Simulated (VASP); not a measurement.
# Br (Fd-3m) in VASP: a series of runs

Runs on Br. Level: PBE. Tasks: single point, relaxation of cell and atoms.

Program: VASP 6.6.1. These are calculated values, not measurements. Logs are shortened: lines on timing, memory, paths and dates and some standing lists are left out, and cuts for length are marked.

## Step 1: The cell of the first run

It takes space group Fd-3m (No. 227, cubic). The conventional cell has a = 5.838 Å, b = 5.838 Å, c = 5.838 Å, α = 90.00°, β = 90.00°, γ = 90.00°. Br (site symmetry -43m) has 4 Br at 2.53 Å within 3.3 Å.

## Step 2: Single point, PBE

Input file INCAR:

```
SYSTEM = Br
  PREC = Accurate
  ENCUT = 500
  EDIFF = 1E-6
  ISMEAR = 0
  SIGMA = 0.02
  LREAL = .FALSE.
  LASPH = .TRUE.
  NELM = 120
  ALGO = Normal
  ISIF = 2
  LWAVE = .FALSE.
  LCHARG = .FALSE.
  GGA = PE
  NBANDS = 14
  GGA_COMPAT = .FALSE.
```

Input file KPOINTS:

```
Automatic mesh
0
G
  6 6 6
  0 0 0
```

Input file POSCAR:

```
Br
1.0
    0.0000000000      2.9188308497      2.9188308497
    2.9188308497      0.0000000000      2.9188308497
    2.9188308497      2.9188308497      0.0000000000
Br
2
Direct
    1.0000000000      1.0000000000      1.0000000000
    0.2500000000      0.2500000000      0.2500000000
```

Potentials or basis: VASP PAW PBE potentials, release 64 (Br).

Launch:

```
cat potpaw_PBE.64/Br/POTCAR > POTCAR
mpirun -np 1 vasp_std > vasp.out
```

OUTCAR:

```text
SYSTEM = Br
   PREC = Accurate
   ENCUT = 500
   EDIFF = 1E-6
   ISMEAR = 0
   LREAL = .FALSE.
   LASPH = .TRUE.
   NELM = 120
   ISIF = 2
   GGA = PE

 ion  position               nearest neighbor table
   1  0.000  0.000  0.000-   2 2.53   2 2.53   2 2.53   2 2.53
   2  0.250  0.250  0.250-   1 2.53   1 2.53   1 2.53   1 2.53

  LATTYP: Found a face centered cubic cell.
 ALAT       =     5.8376616994

  Lattice vectors:

 A1 = (   0.0000000000,   2.9188308497,   2.9188308497)
 A2 = (   2.9188308497,   0.0000000000,   2.9188308497)
 A3 = (   2.9188308497,   2.9188308497,   0.0000000000)

Analysis of symmetry for initial positions (statically):
=====================================================================
 Subroutine PRICEL returns:
 Original cell was already a primitive cell.

 Routine SETGRP: Setting up the symmetry group for a
 face centered cubic supercell.

 Subroutine GETGRP returns: Found 48 space group operations
 (whereof 24 operations were pure point group operations)
 out of a pool of 48 trial point group operations.

The static configuration has the point symmetry T_d .
 The point group associated with its full space group is O_h .

Analysis of symmetry for dynamics (positions and initial velocities):
=====================================================================
 Subroutine PRICEL returns:
 Original cell was already a primitive cell.

 Routine SETGRP: Setting up the symmetry group for a
 face centered cubic supercell.

 Subroutine GETGRP returns: Found 48 space group operations
 (whereof 24 operations were pure point group operations)
 out of a pool of 48 trial point group operations.

The dynamic configuration has the point symmetry T_d .
 The point group associated with its full space group is O_h .

 Subroutine INISYM returns: Found 48 space group operations
 (whereof 24 operations are pure point group operations),
 and found     1 'primitive' translations

----------------------------------------------------------------------------------------

                                     Primitive cell

  volume of cell :      49.7344

  direct lattice vectors                    reciprocal lattice vectors
     0.000000000  2.918830850  2.918830850    -0.171301465  0.171301465  0.171301465
     2.918830850  0.000000000  2.918830850     0.171301465 -0.171301465  0.171301465
     2.918830850  2.918830850  0.000000000     0.171301465  0.171301465 -0.171301465

  length of vectors
     4.127850174  4.127850174  4.127850174     0.296702840  0.296702840  0.296702840
[... 82 lines left out ...]
   PSTRESS=    0.0 pullay stress
   NELECT =      14.0000    total number of electrons
   NUPDOWN=      -1.0000    fix difference up-down
   EMIN   =  10.00;   EMAX   =-10.00  energy-range for DOS
   EFERMI =   0.00;   METHOD = LEGACY
   ISMEAR =     0;   SIGMA  =   0.02  broadening in eV -4-tet -1-fermi 0-gaus
   EFERMI_NEDOS =   21; number of points for ismear=-14 and -15
   IALGO  =     38    algorithm
   IMIX   =      4    mixing-type and parameters
     AMIX     =   0.40;   BMIX     =  1.00
     AMIX_MAG =   1.60;   BMIX_MAG =  1.00
  volume/ion in A,a.u.               =      24.87       167.81
  Fermi-wavevector in a.u.,A,eV,Ry     =   1.072915  2.027515 15.662295  1.151146
  Thomas-Fermi vector in A             =   2.208699
   LORBIT       =      0    0 simple, 1 ext, 2 COOP (PROOUT), +10 PAW based schemes
   GGA     = PE    functional components
   LHFCALC =     F    Hartree Fock is set to
   AEXX    =    0.0000 exact exchange contribution
   IVDW    =     0    specifies the selected vdW correction
   LEPSILON=     F    determine dielectric tensor
   LRPA    =     F    only Hartree local field effects (RPA)
 non-spin polarized calculation
 Gauss-broadening in eV      SIGMA  =   0.02
  energy-cutoff  :      500.00
  volume of cell :       49.73
 maximum number of plane-waves:      1283
   NGX = 15   NGY = 15   NGZ = 15

 number of electron      13.9999998 magnetization

 Free energy of the ion-electron system (eV)
  ---------------------------------------------------
  ext. energy  EPLUGINS =         0.00000000
  ---------------------------------------------------
  free energy    TOTEN  =         0.05425408 eV

  energy without entropy =        0.05577669  energy(sigma->0) =        0.05501539

 E-fermi :   4.1393     XC(G=0):  -9.0959

 val. band max:        4.0876331895   @ k =  -0.3333   0.3333   0.0000
 cond. band min:       4.1442541074   @ k =  -0.3333   0.3333   0.1667
 fundamental gap:      0.0566209179
 Fermi energy:         4.1393405569

 k-point     1 :       0.0000    0.0000    0.0000
  band No.  band energies     occupation
      1     -14.9125      2.00000
      2      -8.7624      2.00000
      3      -1.3867      2.00000
      4      -1.3867      2.00000
      5      -1.3867      2.00000
      6       1.7982      2.00000
      7       1.7982      2.00000
      8       1.7982      2.00000
      9       8.4038      0.00000
     10      11.6360      0.00000
     11      11.6360      0.00000
     12      14.0630      0.00000
     13      14.0630      0.00000
     14      14.0630      0.00000
[... 241 lines left out ...]
      1     -12.5111      2.00000
      2     -12.5111      2.00000
      3      -3.2409      2.00000
      4      -3.2409      2.00000
      5       1.1541      2.00000
      6       1.1541      2.00000
      7       4.6332      0.00000
      8       4.6332      0.00000
      9       9.8905      0.00000
     10       9.8905      0.00000
     11      13.8301      0.00000
     12      13.8301      0.00000
     13      17.2919      0.00000
     14      17.2919      0.00000

------------------------ aborting loop because EDIFF is reached ----------------------------------------

  FORCE on cell =-STRESS in cart. coord.  units (eV):
  Direction    XX          YY          ZZ          XY          YZ          ZX
  --------------------------------------------------------------------------------------
  -------------------------------------------------------------------------------------
  Total        9.3185981      9.3185981      9.3185981      0.0000000     -0.0000000      0.0000000
  in kB      300.1956430    300.1956430    300.1956430      0.0000000     -0.0000000      0.0000000
  external PRESSURE =     300.1956430 kB  Pullay stress =       0.0000000 kB

 VOLUME and BASIS-vectors are now :
 -----------------------------------------------------------------------------
  energy-cutoff  :      500.00
  volume of cell :       49.73
      direct lattice vectors                 reciprocal lattice vectors
     0.000000000  2.918830850  2.918830850    -0.171301465  0.171301465  0.171301465
     2.918830850  0.000000000  2.918830850     0.171301465 -0.171301465  0.171301465
     2.918830850  2.918830850  0.000000000     0.171301465  0.171301465 -0.171301465

 POSITION                                       TOTAL-FORCE (eV/Angst)
 -----------------------------------------------------------------------------------
      0.00000      0.00000      0.00000        -0.000000     -0.000000     -0.000000
      1.45942      1.45942      1.45942         0.000000      0.000000      0.000000
 -----------------------------------------------------------------------------------
    total drift:                               -0.000000     -0.000000      0.000000

  FREE ENERGIE OF THE ION-ELECTRON SYSTEM (eV)
  ---------------------------------------------------
  free  energy   TOTEN  =         0.0542540837 eV

  energy  without entropy=        0.0557766928  energy(sigma->0) =        0.05501539
```

It took 5.3 s on 1 thread of Intel Xeon 6975P-C (Granite Rapids), shared host; peak memory 0.16 GiB.

What came out:

- Free energy: 0.0543 eV
- Pressure: 30.0 GPa
- Band gap on the k mesh: zero (bands 7 and 8 overlap by 3.37 eV)

Caveat: the cell stands under pressure.

## Step 3: Single point, PBE

This run uses another cell than the first one, of 27.39 Å³/atom.

Input file INCAR:

```
PREC = Accurate
ENCUT = 500
EDIFF = 1E-6
ISMEAR = 0
SIGMA = 0.02
LREAL = False
LASPH = True
NELM = 120
ALGO = Normal
ISIF = 2
LWAVE = False
LCHARG = False
GGA = PE
NBANDS = 14
GGA_COMPAT = False
```

Input file KPOINTS:

```
Automatic mesh
0
Gamma
  6 6 6
```

Input file POSCAR:

```
Br
1.0
    0.0000000000      3.0145367297      3.0145367297
    3.0145367297      0.0000000000      3.0145367297
    3.0145367297      3.0145367297      0.0000000000
Br
2
Direct
    1.0000000000      1.0000000000      1.0000000000
    0.2500000000      0.2500000000      0.2500000000
```

Potentials or basis: VASP PAW PBE potentials, release 64 (Br).

Launch:

```
cat potpaw_PBE.64/Br/POTCAR > POTCAR
mpirun -np 1 vasp_std > vasp.out
```

OUTCAR:

```text
PREC = Accurate
   ENCUT = 500
   EDIFF = 1E-6
   ISMEAR = 0
   LREAL = False
   LASPH = True
   NELM = 120
   ISIF = 2
   GGA = PE

 ion  position               nearest neighbor table
   1  0.000  0.000  0.000-   2 2.61   2 2.61   2 2.61   2 2.61
   2  0.250  0.250  0.250-   1 2.61   1 2.61   1 2.61   1 2.61

  LATTYP: Found a face centered cubic cell.
 ALAT       =     6.0290734594

  Lattice vectors:

 A1 = (   0.0000000000,   3.0145367297,   3.0145367297)
 A2 = (   3.0145367297,   0.0000000000,   3.0145367297)
 A3 = (   3.0145367297,   3.0145367297,   0.0000000000)

Analysis of symmetry for initial positions (statically):
=====================================================================
 Subroutine PRICEL returns:
 Original cell was already a primitive cell.

 Routine SETGRP: Setting up the symmetry group for a
 face centered cubic supercell.

 Subroutine GETGRP returns: Found 48 space group operations
 (whereof 24 operations were pure point group operations)
 out of a pool of 48 trial point group operations.

The static configuration has the point symmetry T_d .
 The point group associated with its full space group is O_h .

[... 166 lines left out ...]
      6       0.9813      2.00000
      7       0.9813      2.00000
      8       0.9813      2.00000
      9       7.4519      0.00000
     10      10.8255      0.00000
     11      10.8255      0.00000
     12      13.0538      0.00000
     13      13.0538      0.00000
     14      13.0538      0.00000
[... 241 lines left out ...]
      1     -13.0801      2.00000
      2     -13.0801      2.00000
      3      -3.5730      2.00000
      4      -3.5730      2.00000
      5       0.2249      2.00000
      6       0.2249      2.00000
      7       3.4419      0.00000
      8       3.4419      0.00000
      9       8.9606      0.00000
     10       8.9606      0.00000
     11      12.7937      0.00000
     12      12.7937      0.00000
     13      16.0144      0.00000
     14      16.0144      0.00000

------------------------ aborting loop because EDIFF is reached ----------------------------------------

  FORCE on cell =-STRESS in cart. coord.  units (eV):
  Direction    XX          YY          ZZ          XY          YZ          ZX
  --------------------------------------------------------------------------------------
  -------------------------------------------------------------------------------------
  Total        6.8404404      6.8404404      6.8404404      0.0000000      0.0000000      0.0000000
  in kB      200.0335800    200.0335800    200.0335800      0.0000000      0.0000000      0.0000000
  external PRESSURE =     200.0335800 kB  Pullay stress =       0.0000000 kB

 VOLUME and BASIS-vectors are now :
 -----------------------------------------------------------------------------
  energy-cutoff  :      500.00
  volume of cell :       54.79
      direct lattice vectors                 reciprocal lattice vectors
     0.000000000  3.014536730  3.014536730    -0.165862965  0.165862965  0.165862965
     3.014536730  0.000000000  3.014536730     0.165862965 -0.165862965  0.165862965
     3.014536730  3.014536730  0.000000000     0.165862965  0.165862965 -0.165862965

 POSITION                                       TOTAL-FORCE (eV/Angst)
 -----------------------------------------------------------------------------------
      0.00000      0.00000      0.00000         0.000000      0.000000      0.000000
      1.50727      1.50727      1.50727        -0.000000     -0.000000     -0.000000
 -----------------------------------------------------------------------------------
    total drift:                               -0.000000      0.000000      0.000000

  FREE ENERGIE OF THE ION-ELECTRON SYSTEM (eV)
  ---------------------------------------------------
  free  energy   TOTEN  =        -0.7248876120 eV

  energy  without entropy=       -0.7232620878  energy(sigma->0) =       -0.72407485
```

OSZICAR:

```text
N       E                     dE             d eps       ncg     rms          rms(c)
DAV:   1     0.697026202114E+02    0.69703E+02   -0.56604E+03   448   0.821E+02
DAV:   2     0.333088845762E+01   -0.66372E+02   -0.62694E+02   624   0.151E+02
DAV:   3    -0.701620328647E+00   -0.40325E+01   -0.40022E+01   580   0.390E+01
DAV:   4    -0.729513070826E+00   -0.27893E-01   -0.27887E-01   526   0.391E+00
DAV:   5    -0.729782450138E+00   -0.26938E-03   -0.26937E-03   592   0.373E-01    0.169E+01
DAV:   6    -0.725334306090E+00    0.44481E-02   -0.48382E-03   526   0.370E-01    0.101E+01
DAV:   7    -0.724868223906E+00    0.46608E-03   -0.73831E-03   490   0.455E-01    0.123E-01
DAV:   8    -0.724859425808E+00    0.87981E-05   -0.29406E-04   550   0.105E-01    0.270E-02
DAV:   9    -0.724879588006E+00   -0.20162E-04   -0.22574E-05   550   0.321E-02    0.103E-02
DAV:  10    -0.724886639718E+00   -0.70517E-05   -0.65313E-06   502   0.153E-02    0.110E-02
DAV:  11    -0.724887642121E+00   -0.10024E-05   -0.13850E-06   506   0.841E-03    0.605E-04
DAV:  12    -0.724887612032E+00    0.30089E-07   -0.31651E-08   356   0.121E-03
   1 F= -.72488761E+00 E0= -.72407485E+00  d E =-.162552E-02
```

It took 4.7 s on 1 thread of Intel Xeon 6975P-C (Granite Rapids), shared host; peak memory 0.16 GiB.

What came out:

| Property | Result |
| --- | --- |
| Free energy | -0.7249 eV |
| Pressure | 20.0 GPa |
| Band gap on the k mesh | zero (bands 7 and 8 overlap by 2.85 eV) |

Levels at points of the mesh, in eV from the Fermi level:
| k point | band 5 | band 6 | band 7 | band 8 | band 9 | band 10 |
| --- | --- | --- | --- | --- | --- | --- |
| (0.00, 0.00, 0.00) | -4.94 | -2.02 | -2.02 | -2.02 | 4.45 | 7.83 |
| (0.50, 0.00, 0.00) | -5.57 | -0.92 | -0.92 | 0.27 | 6.96 | 7.27 |
| (0.50, 0.50, 0.00) | -3.25 | -3.25 | 0.83 | 0.83 | 6.17 | 6.17 |

Caveat: the cell stands under pressure.

(Continued in part 2 of 2.)
